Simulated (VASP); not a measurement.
# SbMo (CsCl type) (Pm-3m) in VASP: further runs

Runs on SbMo (CsCl type). Level: LDA. Tasks: single point.

Program: VASP 6.6.1. These are calculated values, not measurements. Logs are shortened: lines on timing, memory, paths and dates and some standing lists are left out, and cuts for length are marked.

## (1) The cell of the first run

It takes space group Pm-3m (No. 221, cubic). Conventional cell: a = 2.897 Å, b = 2.897 Å, c = 2.897 Å, α = 90.00°, β = 90.00°, γ = 90.00°. Within 3.3 Å of Mo (site symmetry m-3m) lie 8 Sb at 2.51 Å and 6 Mo at 2.90 Å. Within 3.3 Å of Sb (site symmetry m-3m) lie 8 Mo at 2.51 Å and 6 Sb at 2.90 Å.

## (2) Single point, LDA (12.16 Å³/atom)

File INCAR:

```
SYSTEM = SbMo
PREC     = Accurate       ! precision mode
ENCUT    = 520            ! plane-wave cutoff, eV
EDIFF    = 1E-7           ! SCF threshold, eV
ISMEAR   = -1             ! smearing method
SIGMA    = 0.08           ! smearing width, eV
LREAL    = .False.        ! projectors in reciprocal space
LASPH    = .True.         ! aspherical terms in the spheres
NELM     = 60             ! most SCF steps
ALGO     = Normal         ! electronic algorithm
ISIF     = 2              ! what is computed and relaxed
LWAVE    = .False.        ! write WAVECAR
LCHARG   = .True.         ! write CHGCAR
LELF     = .True.         ! ELF
LVHAR    = .True.       
NBANDS   = 16             ! bands
```

File KPOINTS:

```
regular mesh
0
Gamma
  13 13 13
  0 0 0
```

File POSCAR:

```
SbMo
1.0
    2.8970861051      0.0000000000      0.0000000000
    0.0000000000      2.8970861051      0.0000000000
    0.0000000000      0.0000000000      2.8970861051
Mo Sb
1 1
Direct
    0.0000000000      0.0000000000      0.0000000000
    0.5000000000      0.5000000000      0.5000000000
```

Potentials or basis: VASP PAW LDA potentials, release 64 (Mo_sv, Sb).

Run with:

```sh
$ cat potpaw_LDA.64/Mo_sv/POTCAR potpaw_LDA.64/Sb/POTCAR > POTCAR
$ mpirun -np 1 vasp_std > vasp.out
```

OUTCAR:

```text
SYSTEM = SbMo
   PREC = Accurate
   ENCUT = 520
   EDIFF = 1E-7
   ISMEAR = -1
   LREAL = .False.
   LASPH = .True.
   NELM = 60
   ISIF = 2

 ion  position               nearest neighbor table
   1  0.000  0.000  0.000-   2 2.51   2 2.51   2 2.51   2 2.51   2 2.51   2 2.51   2 2.51   2 2.51

   2  0.500  0.500  0.500-   1 2.51   1 2.51   1 2.51   1 2.51   1 2.51   1 2.51   1 2.51   1 2.51

  LATTYP: Found a simple cubic cell.
 ALAT       =     2.8970861051

  Lattice vectors:

 A1 = (   2.8970861051,   0.0000000000,   0.0000000000)
 A2 = (   0.0000000000,   2.8970861051,   0.0000000000)
 A3 = (   0.0000000000,   0.0000000000,   2.8970861051)

Analysis of symmetry for initial positions (statically):
=====================================================================
 Subroutine PRICEL returns:
 Original cell was already a primitive cell.

 Routine SETGRP: Setting up the symmetry group for a
 simple cubic supercell.

 Subroutine GETGRP returns: Found 48 space group operations
 (whereof 48 operations were pure point group operations)
 out of a pool of 48 trial point group operations.

The static configuration has the point symmetry O_h .

Analysis of symmetry for dynamics (positions and initial velocities):
=====================================================================
 Subroutine PRICEL returns:
 Original cell was already a primitive cell.

 Routine SETGRP: Setting up the symmetry group for a
 simple cubic supercell.

 Subroutine GETGRP returns: Found 48 space group operations
 (whereof 48 operations were pure point group operations)
 out of a pool of 48 trial point group operations.

The dynamic configuration has the point symmetry O_h .

 Subroutine INISYM returns: Found 48 space group operations
 (whereof 48 operations are pure point group operations),
 and found     1 'primitive' translations

----------------------------------------------------------------------------------------

                                     Primitive cell

  volume of cell :      24.3156

  direct lattice vectors                    reciprocal lattice vectors
     2.897086105  0.000000000  0.000000000     0.345174414  0.000000000  0.000000000
     0.000000000  2.897086105  0.000000000     0.000000000  0.345174414  0.000000000
     0.000000000  0.000000000  2.897086105     0.000000000  0.000000000  0.345174414

  length of vectors
     2.897086105  2.897086105  2.897086105     0.345174414  0.345174414  0.345174414

[... 79 lines left out ...]
   NELM   =     60;   NELMIN=  2; NELMDL= -5     # of ELM steps
   EDIFF  = 0.1E-06   stopping-criterion for ELM
   LREAL  =      F    real-space projection
   EDIFFG = 0.1E-05   stopping-criterion for IOM
   NSW    =      0    number of steps for IOM
   IBRION =     -1    ionic relax: 0-MD 1-quasi-New 2-CG
   NFREE  =      0    steps in history (QN), initial steepest desc. (CG)
   ISIF   =      2    stress and relaxation
   ISYM   =      2    0-nonsym 1-usesym 2-fastsym
   POTIM  = 0.5000    time-step for ionic-motion
   TEBEG  =    0.0;   TEEND  =   0.0 temperature during run
   PSTRESS=    0.0 pullay stress
   NELECT =      19.0000    total number of electrons
   NUPDOWN=      -1.0000    fix difference up-down
   EMIN   =  10.00;   EMAX   =-10.00  energy-range for DOS
   EFERMI =   0.00;   METHOD = LEGACY
   ISMEAR =    -1;   SIGMA  =   0.08  broadening in eV -4-tet -1-fermi 0-gaus
   EFERMI_NEDOS =   21; number of points for ismear=-14 and -15
   IALGO  =     38    algorithm
   IMIX   =      4    mixing-type and parameters
     AMIX     =   0.40;   BMIX     =  1.00
     AMIX_MAG =   1.60;   BMIX_MAG =  1.00
  volume/ion in A,a.u.               =      12.16        82.04
  Fermi-wavevector in a.u.,A,eV,Ry     =   1.507873  2.849466 30.935288  2.273680
  Thomas-Fermi vector in A             =   2.618401
   LORBIT       =      0    0 simple, 1 ext, 2 COOP (PROOUT), +10 PAW based schemes
   GGA     = CA    functional components
   LHFCALC =     F    Hartree Fock is set to
   AEXX    =    0.0000 exact exchange contribution
   IVDW    =     0    specifies the selected vdW correction
   LEPSILON=     F    determine dielectric tensor
   LRPA    =     F    only Hartree local field effects (RPA)
 non-spin polarized calculation
  energy-cutoff  :      520.00
  volume of cell :       24.32
 maximum number of plane-waves:       691
 NGX is ok and might be reduce to    24
   NGX = 11   NGY = 11   NGZ = 11

 number of electron      18.9999999 magnetization

 Free energy of the ion-electron system (eV)
  ---------------------------------------------------
  ext. energy  EPLUGINS =         0.00000000
  ---------------------------------------------------
  free energy    TOTEN  =       -12.91898036 eV

  energy without entropy =      -12.89318095  energy(sigma->0) =      -12.90608066

 E-fermi :  19.5793     XC(G=0): -14.5770

 val. band max:       19.5589599544   @ k =   0.3077   0.2308   0.0000
 cond. band min:      19.5866368013   @ k =   0.3846   0.2308   0.0000
 fundamental gap:      0.0276768469
 Fermi energy:        19.5793060731

 k-point     1 :       0.0000    0.0000    0.0000
  band No.  band energies     occupation
      1     -40.3963      2.00000
      2     -14.6776      2.00000
      3     -14.6776      2.00000
      4     -14.6776      2.00000
      5       3.5097      2.00000
      6      14.7259      2.00000
[... 433 lines left out ...]
      3     -15.1134      2.00000
      4     -14.5412      2.00000
      5       7.3790      2.00000
      6      12.4375      2.00000
[... 8 lines left out ...]
     15      30.3727      0.00000
     16      32.6713      0.00000

 [... further k-points ...]

------------------------ aborting loop because EDIFF is reached ----------------------------------------

  FORCE on cell =-STRESS in cart. coord.  units (eV):
  Direction    XX          YY          ZZ          XY          YZ          ZX
  --------------------------------------------------------------------------------------
  -------------------------------------------------------------------------------------
  Total       23.3985528     23.3985528     23.3985528      0.0000000      0.0000000     -0.0000000
  in kB     1541.7550155   1541.7550155   1541.7550155      0.0000000      0.0000000     -0.0000000
  external PRESSURE =    1541.7550155 kB  Pullay stress =       0.0000000 kB

 VOLUME and BASIS-vectors are now :
 -----------------------------------------------------------------------------
  energy-cutoff  :      520.00
  volume of cell :       24.32
      direct lattice vectors                 reciprocal lattice vectors
     2.897086105  0.000000000  0.000000000     0.345174414  0.000000000  0.000000000
     0.000000000  2.897086105  0.000000000     0.000000000  0.345174414  0.000000000
     0.000000000  0.000000000  2.897086105     0.000000000  0.000000000  0.345174414

 POSITION                                       TOTAL-FORCE (eV/Angst)
 -----------------------------------------------------------------------------------
      0.00000      0.00000      0.00000         0.000000      0.000000      0.000000
      1.44854      1.44854      1.44854         0.000000      0.000000      0.000000
 -----------------------------------------------------------------------------------
    total drift:                               -0.000000      0.000000      0.000000

  FREE ENERGIE OF THE ION-ELECTRON SYSTEM (eV)
  ---------------------------------------------------
  free  energy   TOTEN  =       -12.9189803648 eV

  energy  without entropy=      -12.8931809515  energy(sigma->0) =      -12.90608066
```

OSZICAR:

```text
N       E                     dE             d eps       ncg     rms          rms(c)
DAV:   1     0.139906783143E+03    0.13991E+03   -0.91643E+03  2696   0.112E+03
DAV:   2    -0.107379271251E+02   -0.15064E+03   -0.14754E+03  3272   0.329E+02
DAV:   3    -0.132772190645E+02   -0.25393E+01   -0.25269E+01  3144   0.448E+01
DAV:   4    -0.132955300963E+02   -0.18311E-01   -0.18310E-01  3312   0.441E+00
DAV:   5    -0.132959044098E+02   -0.37431E-03   -0.37431E-03  3264   0.564E-01    0.326E+01
DAV:   6    -0.130138740556E+02    0.28203E+00   -0.50244E-01  3080   0.671E+00    0.148E+01
DAV:   7    -0.129291055006E+02    0.84769E-01   -0.29816E-02  3024   0.128E+00    0.461E+00
DAV:   8    -0.129191463475E+02    0.99592E-02   -0.61664E-03  3256   0.648E-01    0.177E-01
DAV:   9    -0.129190287922E+02    0.11756E-03   -0.12996E-04  3032   0.116E-01    0.362E-02
DAV:  10    -0.129189807502E+02    0.48042E-04   -0.29186E-05  3264   0.549E-02    0.157E-02
DAV:  11    -0.129189803861E+02    0.36413E-06   -0.16921E-06  3312   0.141E-02    0.265E-03
DAV:  12    -0.129189803648E+02    0.21351E-07   -0.90343E-08  2352   0.264E-03
   1 F= -.12918980E+02 E0= -.12906081E+02  d E =-.257994E-01
```

Run time: 17 s. Hardware: 1 thread of Intel Xeon Platinum 8259CL at 2.50GHz (Skylake/Cascade Lake), shared host; peak memory 0.15 GiB.

What came out:

```yaml
Free_energy: -12.9190 eV
Pressure: 154.2 GPa
Band_gap_on_the_k_mesh: zero (an odd number of electrons rules out a gap without spin polarisation)
```

Caveat: the cell stands under pressure; spin-orbit coupling is left out, which moves the levels of the heavy elements.

## (3) Single point, LDA (13.89 Å³/atom)

This run uses another cell than the first one, of 13.89 Å³/atom.

File INCAR:

```
PREC = Accurate
ENCUT = 520
EDIFF = 1E-6
ISMEAR = -1
SIGMA = 0.08
LREAL = F
LASPH = T
NELM = 80
ALGO = Normal
ISIF = 2
LWAVE = F
LCHARG = F
GGA = CA
NBANDS = 16
```

File KPOINTS:

```
Automatic mesh
0
Gamma
  13 13 13
```

File POSCAR:

```
SbMo
1.0
    3.0289496362      0.0000000000      0.0000000000
    0.0000000000      3.0289496362      0.0000000000
    0.0000000000      0.0000000000      3.0289496362
Mo Sb
1 1
Direct
    0.0000000000      0.0000000000      0.0000000000
    0.5000000000      0.5000000000      0.5000000000
```

Potentials or basis: VASP PAW LDA potentials, release 64 (Mo_sv, Sb).

Run with:

```sh
$ cat potpaw_LDA.64/Mo_sv/POTCAR potpaw_LDA.64/Sb/POTCAR > POTCAR
$ mpirun -np 1 vasp_std > vasp.out
```

Run time: 15 s. Hardware: 1 thread of Intel Xeon Platinum 8259CL at 2.50GHz (Skylake/Cascade Lake), shared host; peak memory 0.15 GiB.

The run converged. Its results:

- Free energy: -15.2854 eV
- Pressure: 72.0 GPa
- Band gap on the k mesh: zero (an odd number of electrons rules out a gap without spin polarisation)

Levels at points of the mesh, in eV from the Fermi level:
```
           k point  band 5  band 6  band 7  band 8  band 9  band 10  band 11  band 12  band 13  band 14
(0.00, 0.00, 0.00)  -14.93   -4.03   -4.03    1.07    1.07     1.07     1.70     1.70     1.70    10.77
```

Caveat: the cell stands under pressure; spin-orbit coupling is left out, which moves the levels of the heavy elements.
